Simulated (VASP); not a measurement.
# AlN in VASP: a series of runs, part 2 of 3

VASP 6.6.1.

### 3 Single point, r2SCAN (epitaxial xy strain +1.5%)

Input file POSCAR:

```
AlN
1.0
    3.1532941665      0.0000000000      0.0000000000
   -1.5766470833      2.7308328538      0.0000000000
    0.0000000000      0.0000000000      4.9360797712
Al N
2 2
Direct
    0.3333333333      0.6666666667     -0.0053356500
    0.6666666667      0.3333333333      0.4946643500
    0.3333333333      0.6666666667      0.3803356500
    0.6666666667      0.3333333333      0.8803356500
```

Input file INCAR.step1:

```
SYSTEM = AlN
ALGO = Normal
EDIFF = 1E-4
ENCUT = 520
GGA = PE
ISMEAR = 0
LASPH = .TRUE.
LCHARG = .FALSE.
LREAL = .FALSE.
LWAVE = .TRUE.
NBANDS = 16
NELM = 60
PREC = Accurate
SIGMA = 0.01
```

Input file INCAR.step2:

```
SYSTEM = AlN
ALGO = Normal
EDIFF = 1E-6
ENCUT = 520
ISIF = 2
ISMEAR = 0
ISTART = 1
LASPH = .TRUE.
LCHARG = .FALSE.
LMIXTAU = .TRUE.
LREAL = .FALSE.
LWAVE = .FALSE.
METAGGA = R2SCAN
NBANDS = 16
NELM = 60
PREC = Accurate
SIGMA = 0.01
```

Input file KPOINTS:

```
k-points
0
G
  12 12 6
  0 0 0
```

Potentials or basis: VASP PAW PBE potentials, release 64 (Al, N).

The run is started by

```bash
> cat potpaw_PBE.64/Al/POTCAR potpaw_PBE.64/N/POTCAR > POTCAR
> cp INCAR.step1 INCAR
> mpirun -np 1 vasp_std > vasp.out
> cp INCAR.step2 INCAR
> mpirun -np 1 vasp_std > vasp.out
```

OUTCAR:

```text
SYSTEM = AlN
   EDIFF = 1E-6
   ENCUT = 520
   ISIF = 2
   ISMEAR = 0
   ISTART = 1
   LASPH = .TRUE.
   LREAL = .FALSE.
   METAGGA = R2SCAN
   NELM = 60
   PREC = Accurate

 ion  position               nearest neighbor table
   1  0.333  0.667  0.995-   3 1.90   4 1.91   4 1.91   4 1.91   2 3.07   2 3.07   2 3.07   2 3.07
                             2 3.07   2 3.07
   2  0.667  0.333  0.495-   4 1.90   3 1.91   3 1.91   3 1.91   1 3.07   1 3.07   1 3.07   1 3.07
                             1 3.07   1 3.07
   3  0.333  0.667  0.380-   1 1.90   2 1.91   2 1.91   2 1.91
   4  0.667  0.333  0.880-   2 1.90   1 1.91   1 1.91   1 1.91

  LATTYP: Found a hexagonal cell.
 ALAT       =     3.1532941665
 C/A-ratio  =     1.5653724361

  Lattice vectors:

 A1 = (   3.1532941665,   0.0000000000,   0.0000000000)
 A2 = (  -1.5766470833,   2.7308328538,   0.0000000000)
 A3 = (   0.0000000000,   0.0000000000,   4.9360797712)

Analysis of symmetry for initial positions (statically):
=====================================================================
 Subroutine PRICEL returns:
 Original cell was already a primitive cell.

 Routine SETGRP: Setting up the symmetry group for a
 hexagonal supercell.
[... 171 lines left out ...]

  energy without entropy =      -38.42779734  energy(sigma->0) =      -38.42779734

 E-fermi :   5.9868     XC(G=0): -11.3216

 val. band max:        5.8599356271   @ k =   0.0000   0.0000   0.0000
 cond. band min:      10.4571975720   @ k =   0.0000   0.0000   0.0000
 fundamental gap:      4.5972619448
 Fermi energy:         5.9867848517

 k-point     1 :       0.0000    0.0000    0.0000
  band No.  band energies     occupation
      1     -10.1359      2.00000
      2      -7.9805      2.00000
      3      -0.1710      2.00000
      4       4.7268      2.00000
      5       4.7268      2.00000
      6       5.4523      2.00000
[... 433 lines left out ...]
      3       0.8044      2.00000
      4       1.8125      2.00000
      5       2.4324      2.00000
      6       3.8251      2.00000
[... 8 lines left out ...]
     15      19.0666      0.00000
     16      20.7459      0.00000

 [... further k-points ...]
[... 5 lines left out ...]
  --------------------------------------------------------------------------------------
  -------------------------------------------------------------------------------------
  Total       -1.9432564     -1.9432564     -0.0923910      0.0000000      0.0000000      0.0000000
  in kB      -73.2485303    -73.2485303     -3.4825576      0.0000000      0.0000000      0.0000000
  external PRESSURE =     -49.9932060 kB  Pullay stress =       0.0000000 kB

 VOLUME and BASIS-vectors are now :
 -----------------------------------------------------------------------------
  energy-cutoff  :      520.00
  volume of cell :       42.51
      direct lattice vectors                 reciprocal lattice vectors
     3.153294166  0.000000000  0.000000000     0.317128675  0.183094326  0.000000000
    -1.576647083  2.730832854  0.000000000     0.000000000  0.366188651  0.000000000
     0.000000000  0.000000000  4.936079771     0.000000000  0.000000000  0.202589919

 POSITION                                       TOTAL-FORCE (eV/Angst)
 -----------------------------------------------------------------------------------
     -0.00000      1.82056      4.90974        -0.000000      0.000000     -0.000919
      1.57665      0.91028      2.44170         0.000000     -0.000000     -0.000919
     -0.00000      1.82056      1.87737        -0.000000     -0.000000      0.000919
      1.57665      0.91028      4.34541        -0.000000      0.000000      0.000919
 -----------------------------------------------------------------------------------
    total drift:                               -0.000000     -0.000000     -0.009744

  FREE ENERGIE OF THE ION-ELECTRON SYSTEM (eV)
  ---------------------------------------------------
  free  energy   TOTEN  =       -38.4277973381 eV

  energy  without entropy=      -38.4277973381  energy(sigma->0) =      -38.42779734
```

OSZICAR.step1:

```text
N       E                     dE             d eps       ncg     rms          rms(c)
DAV:   1     0.412435354589E+02    0.41244E+02   -0.72962E+03  2432   0.895E+02
DAV:   2    -0.309188322833E+02   -0.72162E+02   -0.66399E+02  3408   0.186E+02
DAV:   3    -0.344229651622E+02   -0.35041E+01   -0.34946E+01  3008   0.423E+01
DAV:   4    -0.344449577609E+02   -0.21993E-01   -0.21991E-01  3032   0.379E+00
DAV:   5    -0.344452537034E+02   -0.29594E-03   -0.29594E-03  2992   0.443E-01    0.121E+01
DAV:   6    -0.297530783002E+02    0.46922E+01   -0.10608E+01  2960   0.236E+01    0.411E+00
DAV:   7    -0.297789776337E+02   -0.25899E-01   -0.66072E-01  2576   0.574E+00    0.292E+00
DAV:   8    -0.297720268458E+02    0.69508E-02   -0.63276E-02  2728   0.232E+00    0.641E-01
DAV:   9    -0.297665920714E+02    0.54348E-02   -0.12674E-02  3152   0.839E-01    0.254E-01
DAV:  10    -0.297672396704E+02   -0.64760E-03   -0.24339E-03  2672   0.311E-01    0.140E-01
DAV:  11    -0.297671490753E+02    0.90595E-04   -0.19427E-04  2272   0.108E-01
   1 F= -.29767149E+02 E0= -.29767149E+02  d E =-.298570E-73
```

It took 2 min on 1 thread of AMD EPYC 7R13 (Zen 3), shared host; peak memory 0.16 GiB.

What came out:

| Quantity | Value |
| --- | --- |
| Free energy | -38.4278 eV |
| Pressure | -5.0 GPa |
| Band gap on the k mesh | 4.60 eV, direct |

Stress tensor (GPa, compression positive):
```
-7.32  0.00  0.00
 0.00 -7.32  0.00
 0.00  0.00 -0.35
```

Caveat: the cell differs from its parent crystal (epitaxial xy strain +1.5%); the PAW data sets were made with another functional, which shifts forces and pressure a little.

(Part 2 of 3 ends here.)
